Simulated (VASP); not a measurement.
Write the native input for VASP 6.6.1 that does the following.

```yaml
Task: relaxation of cell and atoms
Functional: PBE
Potentials_or_basis: VASP PAW PBE potentials, release 64 (Pb_d, S)
Cutoff: 600 eV
k_mesh: 13 × 13 × 13
Occupations: fermi-dirac, width 0.05 eV
Spin: no spin polarisation
Dipole_correction: no
Further_INCAR_settings: ALGO = Normal; EDIFF = 1e-06; IBRION = 2; EDIFFG = -0.005; NSW = 60; ISIF = 3
```

The structure of PbS (rocksalt type) lies in POSCAR:

```
PbS
1.0
    0.0000000000      2.6934405028      2.6934405028
    2.6934405028      0.0000000000      2.6934405028
    2.6934405028      2.6934405028      0.0000000000
Pb S
1 1
Direct
    0.0000000000      0.0000000000      0.0000000000
    0.5000000000      0.5000000000      0.5000000000
```

One way to write it, as run:

INCAR

```
SYSTEM = PbS
PREC = Accurate
ENCUT = 600
EDIFF = 1E-6
ISMEAR = -1
SIGMA = 0.05
LREAL = .False.
LASPH = .True.
NELM = 60
ALGO = Normal
ISIF = 3
LWAVE = .False.
LCHARG = .False.
GGA = PE
IBRION = 2
NSW = 60
EDIFFG = -0.005
```

KPOINTS

```
regular mesh
0
Gamma
  13 13 13
  0 0 0
```

Potentials or basis: VASP PAW PBE potentials, release 64 (Pb_d, S).

Command:

```bash
$ cat potpaw_PBE.64/Pb_d/POTCAR potpaw_PBE.64/S/POTCAR > POTCAR
$ mpirun -np 1 vasp_std > vasp.out
```

It gave:

The relaxed volume is 27.09 Å³/atom and the relaxed cell is a = 4.247 Å, b = 4.247 Å, c = 4.247 Å, α = 60.00°, β = 60.00°, γ = 60.00°. The space group after relaxing (to 0.05 Å) is Fm-3m (No. 225) and the energy gained by relaxing is 611.8 meV/atom. The ionic steps are 3. The pressure after relaxing is 0.0 GPa.

Caveat: the volume moved by over 15 % at a fixed basis, so the end points are rough.

Wall time 51 s on 1 thread of Intel(R) Xeon(R) 6975P-C (Granite Rapids) (shared host), peak memory 0.21 GiB.
